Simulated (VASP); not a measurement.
# FeNi (P4/mmm) in VASP: relaxation of shape and atoms at fixed volume with PBEsol

Aim: the relaxation of shape and atoms at fixed volume of FeNi with PBEsol.

Everything below comes from runs of VASP 6.6.1. Logs are shortened: lines on timing, memory, paths and dates and some standing lists are left out, and cuts for length are marked.

## Step 1: The cell of the first run

It takes space group P4/mmm (No. 123, tetragonal). Conventional cell: a = 2.414 Å, b = 2.414 Å, c = 3.470 Å, α = 90.00°, β = 90.00°, γ = 90.00°. Within 3.2 Å of Fe (site symmetry 4/mmm) lie 4 Fe at 2.41 Å and 8 Ni at 2.43 Å. Ni (site symmetry 4/mmm) has 4 Ni at 2.41 Å and 8 Fe at 2.43 Å within 3.2 Å.

## Step 2: Relaxation of shape and atoms at fixed volume, PBEsol, collinear spin, ferromagnetic start (10.11 Å³/atom)

Input file INCAR:

```
ALGO = Fast ; EDIFF = 1E-6
EDIFFG = -0.01 ; ENCUT = 600
GGA = PS ; IBRION = 2
ISIF = 4 ; ISMEAR = 0
ISPIN = 2 ; LASPH = T
LCHARG = F ; LMAXMIX = 4
LORBIT = 11 ; LREAL = F
LWAVE = F ; MAGMOM = 2.79 0.75
NELM = 150 ; NSW = 50
PREC = Accurate ; SIGMA = 0.1
```

Input file KPOINTS:

```
k-points
0
Gamma
  16 16 12
```

Input file POSCAR:

```
FeNi
1.0
    2.4143701861      0.0000000000      0.0000000000
    0.0000000000      2.4143701861      0.0000000000
    0.0000000000      0.0000000000      3.4704410895
Fe Ni
1 1
Direct
    0.0000000000      0.0000000000      0.0000000000
    0.5000000000      0.5000000000      0.5000000000
```

Potentials or basis: VASP PAW PBE potentials, release 64 (Fe, Ni).

Started as:

```bash
$ cat potpaw_PBE.64/Fe/POTCAR potpaw_PBE.64/Ni/POTCAR > POTCAR
$ mpirun -np 1 vasp_std > vasp.out
```

OUTCAR:

```text
EDIFF = 1E-6
   EDIFFG = -0.01
   ENCUT = 600
   GGA = PS
   IBRION = 2
   ISIF = 4
   ISMEAR = 0
   ISPIN = 2
   LASPH = T
   LORBIT = 11
   LREAL = F
   NELM = 150
   NSW = 50
   PREC = Accurate

 ion  position               nearest neighbor table
   1  0.000  0.000  0.000-   2 2.43   2 2.43   2 2.43   2 2.43   2 2.43   2 2.43   2 2.43   2 2.43

   2  0.500  0.500  0.500-   1 2.43   1 2.43   1 2.43   1 2.43   1 2.43   1 2.43   1 2.43   1 2.43

  LATTYP: Found a simple tetragonal cell.
 ALAT       =     2.4143701861
 C/A-ratio  =     1.4374105137

  Lattice vectors:

 A1 = (   2.4143701861,   0.0000000000,   0.0000000000)
 A2 = (   0.0000000000,   2.4143701861,   0.0000000000)
 A3 = (   0.0000000000,   0.0000000000,   3.4704410895)

Analysis of symmetry for initial positions (statically):
=====================================================================
 Subroutine PRICEL returns:
 Original cell was already a primitive cell.

 Routine SETGRP: Setting up the symmetry group for a
 simple tetragonal supercell.

 Subroutine GETGRP returns: Found 16 space group operations
 (whereof 16 operations were pure point group operations)
 out of a pool of 16 trial point group operations.

The static configuration has the point symmetry D_4h.

Analysis of symmetry for dynamics (positions and initial velocities):
=====================================================================
 Subroutine PRICEL returns:
 Original cell was already a primitive cell.

 Routine SETGRP: Setting up the symmetry group for a
 simple tetragonal supercell.

 Subroutine GETGRP returns: Found 16 space group operations
 (whereof 16 operations were pure point group operations)
 out of a pool of 16 trial point group operations.

The dynamic configuration has the point symmetry D_4h.

Analysis of structural, dynamic, and magnetic symmetry:
=====================================================================
 Subroutine PRICEL returns:
 Original cell was already a primitive cell.

 Routine SETGRP: Setting up the symmetry group for a
 simple tetragonal supercell.

 Subroutine GETGRP returns: Found 16 space group operations
 (whereof 16 operations were pure point group operations)
 out of a pool of 16 trial point group operations.

The overall configuration has the point symmetry D_4h.

 Subroutine INISYM returns: Found 16 space group operations
 (whereof 16 operations are pure point group operations),
 and found     1 'primitive' translations

----------------------------------------------------------------------------------------

                                     Primitive cell

  volume of cell :      20.2298

  direct lattice vectors                    reciprocal lattice vectors
     2.414370186  0.000000000  0.000000000     0.414186692  0.000000000  0.000000000
     0.000000000  2.414370186  0.000000000     0.000000000  0.414186692  0.000000000
     0.000000000  0.000000000  3.470441089     0.000000000  0.000000000  0.288147810

  length of vectors
     2.414370186  2.414370186  3.470441089     0.414186692  0.414186692  0.288147810

  position of ions in fractional coordinates (direct lattice)
     0.000000000  0.000000000  0.000000000
     0.500000000  0.500000000  0.500000000

  ion indices of the primitive-cell ions
   primitive index   ion index
                 1           1
                 2           2

----------------------------------------------------------------------------------------

 KPOINTS: k-points

Automatic generation of k-mesh.
 Grid dimensions read from file:
 generate k-points for:   16   16   12

 Generating k-lattice:

  Cartesian coordinates                     Fractional coordinates (reciprocal lattice)
     0.025886668  0.000000000  0.000000000     0.062500000  0.000000000  0.000000000
     0.000000000  0.025886668  0.000000000     0.000000000  0.062500000  0.000000000
     0.000000000  0.000000000  0.024012318     0.000000000  0.000000000  0.083333333

  Length of vectors
     0.025886668  0.025886668  0.024012318

  Shift w.r.t. Gamma in fractional coordinates (k-lattice)
     0.000000000  0.000000000  0.000000000

 Subroutine IBZKPT returns following result:
 ===========================================

 Found    315 irreducible k-points:

 Following reciprocal coordinates:
            Coordinates               Weight
  0.000000  0.000000  0.000000      1.000000
  0.062500  0.000000  0.000000      4.000000
  0.125000  0.000000  0.000000      4.000000
  0.187500  0.000000  0.000000      4.000000
  0.250000  0.000000  0.000000      4.000000
  0.312500  0.000000  0.000000      4.000000
[... 16 lines left out ...]
  0.437500  0.125000  0.000000      8.000000
  0.500000  0.125000  0.000000      4.000000
 [... further k-points ...]
   k-points           NKPTS =    315   k-points in BZ     NKDIM =    315   number of bands    NBANDS=     15
   number of dos      NEDOS =    301   number of ions     NIONS =      2
   total plane-waves  NPLWV =  11200
   dimension x,y,z NGX =    20 NGY =   20 NGZ =   28
   dimension x,y,z NGXF=    40 NGYF=   40 NGZF=   56
   ions per type =               1   1
   NGX,Y,Z   is equivalent  to a cutoff of  13.77, 13.77, 13.41 a.u.
   NGXF,Y,Z  is equivalent  to a cutoff of  27.54, 27.54, 26.83 a.u.
 SYSTEM =  unknown system
   PREC   = accura    normal or accurate (medium, high low for compatibility)
   ISTART =      0    job   : 0-new  1-cont  2-samecut
   ICHARG =      2    charge: 1-file 2-atom 10-const
   ISPIN  =      2    spin polarized calculation?
   LNONCOLLINEAR =      F non collinear calculations
   LSORBIT =      F    spin-orbit coupling
   LASPH  =      T    aspherical Exc in radial PAW
   ENCUT  =  600.0 eV  44.10 Ry    6.64 a.u.   4.82  4.82  6.93*2*pi/ulx,y,z
   NELM   =    150;   NELMIN=  2; NELMDL= -5     # of ELM steps
   EDIFF  = 0.1E-05   stopping-criterion for ELM
   LREAL  =      F    real-space projection
   EDIFFG = -.1E-01   stopping-criterion for IOM
   NSW    =     50    number of steps for IOM
   IBRION =      2    ionic relax: 0-MD 1-quasi-New 2-CG
   NFREE  =      1    steps in history (QN), initial steepest desc. (CG)
   ISIF   =      4    stress and relaxation
   ISYM   =      2    0-nonsym 1-usesym 2-fastsym
   POTIM  = 0.5000    time-step for ionic-motion
   TEBEG  =    0.0;   TEEND  =   0.0 temperature during run
   PSTRESS=    0.0 pullay stress
   NELECT =      18.0000    total number of electrons
   NUPDOWN=      -1.0000    fix difference up-down
   EMIN   =  10.00;   EMAX   =-10.00  energy-range for DOS
   EFERMI =   0.00;   METHOD = LEGACY
   ISMEAR =     0;   SIGMA  =   0.10  broadening in eV -4-tet -1-fermi 0-gaus
   EFERMI_NEDOS =   21; number of points for ismear=-14 and -15
   IALGO  =     68    algorithm
   IMIX   =      4    mixing-type and parameters
     AMIX     =   0.40;   BMIX     =  1.00
     AMIX_MAG =   1.60;   BMIX_MAG =  1.00
  volume/ion in A,a.u.               =      10.11        68.26
  Fermi-wavevector in a.u.,A,eV,Ry     =   1.574593  2.975549 33.733493  2.479342
  Thomas-Fermi vector in A             =   2.675704
   LORBIT       =     11    0 simple, 1 ext, 2 COOP (PROOUT), +10 PAW based schemes
   GGA     = PS    functional components
   LHFCALC =     F    Hartree Fock is set to
   AEXX    =    0.0000 exact exchange contribution
   IVDW    =     0    specifies the selected vdW correction
   LEPSILON=     F    determine dielectric tensor
   LRPA    =     F    only Hartree local field effects (RPA)
 conjugate gradient relaxation of ions
 spin polarized calculation
 RMM-DIIS sequential band-by-band and
 Gauss-broadening in eV      SIGMA  =   0.10
  energy-cutoff  :      600.00
  volume of cell :       20.23
 maximum number of plane-waves:       692
 NGX is ok and might be reduce to    20
   NGX =  9   NGY =  9   NGZ = 13

--------------------------------------- Ionic step        1  -------------------------------------------

 number of electron      17.9999997 magnetization       3.0016875

 Free energy of the ion-electron system (eV)
  ---------------------------------------------------
  ext. energy  EPLUGINS =         0.00000000
  ---------------------------------------------------
  free energy    TOTEN  =       -15.10820157 eV

  energy without entropy =      -15.10253821  energy(sigma->0) =      -15.10536989

------------------------ aborting loop because EDIFF is reached ----------------------------------------

  FORCE on cell =-STRESS in cart. coord.  units (eV):
  Direction    XX          YY          ZZ          XY          YZ          ZX
  --------------------------------------------------------------------------------------
  -------------------------------------------------------------------------------------
  Total        1.8149077      1.8149077      1.8995319      0.0000000      0.0000000     -0.0000000
  in kB      143.7383765    143.7383765    150.4405007      0.0000000      0.0000000     -0.0000000
  external PRESSURE =     145.9724179 kB  Pullay stress =       0.0000000 kB
[... 57 lines left out ...]
  energy  without entropy=      -15.1026308713  energy(sigma->0) =      -15.10545709

--------------------------------------- Ionic step        3  -------------------------------------------

 number of electron      17.9999998 magnetization       2.9971273

 Free energy of the ion-electron system (eV)
  ---------------------------------------------------
  ext. energy  EPLUGINS =         0.00000000
  ---------------------------------------------------
  free energy    TOTEN  =       -15.10829804 eV

  energy without entropy =      -15.10265568  energy(sigma->0) =      -15.10547686

 E-fermi :   8.6897     XC(G=0): -13.9077

 val. band max:        8.6877502312   @ k =   0.5000   0.4375   0.2500
 cond. band min:       8.6951304768   @ k =   0.3750   0.1875   0.0833
 fundamental gap:      0.0073802456
 Fermi energy:         8.6896700081

 spin component 1

 k-point     1 :       0.0000    0.0000    0.0000
  band No.  band energies     occupation
      1      -0.8280      1.00000
      2       3.0449      1.00000
      3       3.8137      1.00000
      4       5.9200      1.00000
      5       6.0267      1.00000
      6       6.0267      1.00000
      7       7.1201      1.00000
      8       7.3825      1.00000
      9       8.2482      1.00000
     10       8.4959      0.99693
     11       8.4959      0.99693
     12      10.9278      0.00000
     13      18.7426      0.00000
     14      24.6302      0.00000
     15      24.6302      0.00000
[... 399 lines left out ...]
      1       4.1067      1.00000
      2       4.1802      1.00000
      3       4.7542      1.00000
      4       4.9511      1.00000
      5       5.3367      1.00000
      6       5.4148      1.00000
      7       7.1346      1.00000
      8       7.1421      1.00000
      9       7.4175      1.00000
     10       7.7017      1.00000
     11       9.9478      0.00000
     12      10.7374      0.00000
     13      21.2609      0.00000
     14      21.3521      0.00000
     15      22.1104      0.00000

 [... further k-points ...]

 spin component 2

 k-point     1 :       0.0000    0.0000    0.0000
  band No.  band energies     occupation
      1      -0.6744      1.00000
      2       4.0515      1.00000
      3       4.8362      1.00000
      4       7.1422      1.00000
      5       7.1422      1.00000
      6       7.3788      1.00000
      7       8.2318      1.00000
      8       8.8805      0.00349
      9      10.5014      0.00000
     10      10.5014      0.00000
     11      10.8538      0.00000
     12      11.1155      0.00000
     13      19.7339      0.00000
     14      24.8868      0.00000
     15      24.8868      0.00000
[... 443 lines left out ...]
  FREE ENERGIE OF THE ION-ELECTRON SYSTEM (eV)
  ---------------------------------------------------
  free  energy   TOTEN  =       -15.1082980386 eV

  energy  without entropy=      -15.1026556796  energy(sigma->0) =      -15.10547686

 reached required accuracy - stopping structural energy minimisation

 total charge

# of ion       s       p       d       tot
------------------------------------------
    1        0.523   0.600   6.296   7.419
    2        0.567   0.642   8.362   9.571
--------------------------------------------------
tot          1.090   1.242  14.659  16.990

 magnetization (x)

# of ion       s       p       d       tot
------------------------------------------
    1       -0.002  -0.020   2.391   2.370
    2       -0.026  -0.060   0.687   0.600
--------------------------------------------------
tot         -0.028  -0.080   3.078   2.970
```

Wall time 6.6 min (1 thread of Oxide Virtual Turin-like, shared host); peak memory 0.28 GiB.

Results:

```
Free energy                                           : -15.1083 eV
Energy gained by relaxing                             : 0.0 meV/atom
Ionic steps                                           : 3
Pressure after relaxing                               : 14.7 GPa
Net moment                                            : 3.00 μB per cell
Site moments                                          : Fe +2.37; Ni +0.60 μB
Valence electrons inside the program's atomic spheres : Fe 7.42; Ni 9.57
```

Final structure:
```
Fe Ni
1.0
     2.41121    0.00000    0.00000
     0.00000    2.41121    0.00000
     0.00000    0.00000    3.47954
Fe Ni
1 1
Direct
  0.00000 0.00000 0.00000
  0.50000 0.50000 0.50000
```

Caveat: the PAW data sets were made with another functional, which shifts forces and pressure a little.
